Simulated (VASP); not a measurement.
A run of VASP 6.6.1 is set up as follows.

File POSCAR:

```
P3Pb
1.0
    6.0422122503      0.0000000000      0.0000000000
   -3.0211061252      5.2327093038      0.0000000000
    0.0000000000      0.0000000000      5.5804002717
P Pb
6 2
Direct
    0.8762824137      0.7525648273      0.2500000000
    0.1237175863      0.8762824137      0.7500000000
    0.2474351727      0.1237175863      0.2500000000
    0.1237175863      0.2474351727      0.7500000000
    0.8762824137      0.1237175863      0.2500000000
    0.7525648273      0.8762824137      0.7500000000
    0.3333333333      0.6666666667      0.2500000000
    0.6666666667      0.3333333333      0.7500000000
```

INCAR.step1

```
  PREC = Accurate
  ENCUT = 520
  ISMEAR = 0
  SIGMA = 0.1
  LREAL = False
  LASPH = True
  NELM = 60
  NBANDS = 39
  GGA = PE
  ALGO = Normal
  EDIFF = 1E-4
  LWAVE = True
  LCHARG = False
```

File INCAR.step2:

```
  PREC = Accurate
  ENCUT = 520
  EDIFF = 1E-6
  ISMEAR = 0
  SIGMA = 0.1
  LREAL = False
  LASPH = True
  NELM = 60
  ALGO = Normal
  ISIF = 2
  LWAVE = False
  LCHARG = False
  METAGGA = R2SCAN
  LMIXTAU = True
  NBANDS = 39
  ISTART = 1
```

The input KPOINTS:

```
Automatic mesh
0
Gamma
  6 6 8
```

Potentials or basis: VASP PAW PBE potentials, release 64 (P, Pb_d).

Launch:

```bash
$ cat potpaw_PBE.64/P/POTCAR potpaw_PBE.64/Pb_d/POTCAR > POTCAR
$ cp INCAR.step1 INCAR
$ mpirun -np 1 vasp_std > vasp.out
$ cp INCAR.step2 INCAR
$ mpirun -np 1 vasp_std > vasp.out
```

(1) Predict the largest force.

(2) Predict the pressure.

Answers

(1) 0.109 eV/Å.

(2) -0.3 GPa.

Caveat: the PAW data sets were made with another functional, which shifts forces and pressure a little.
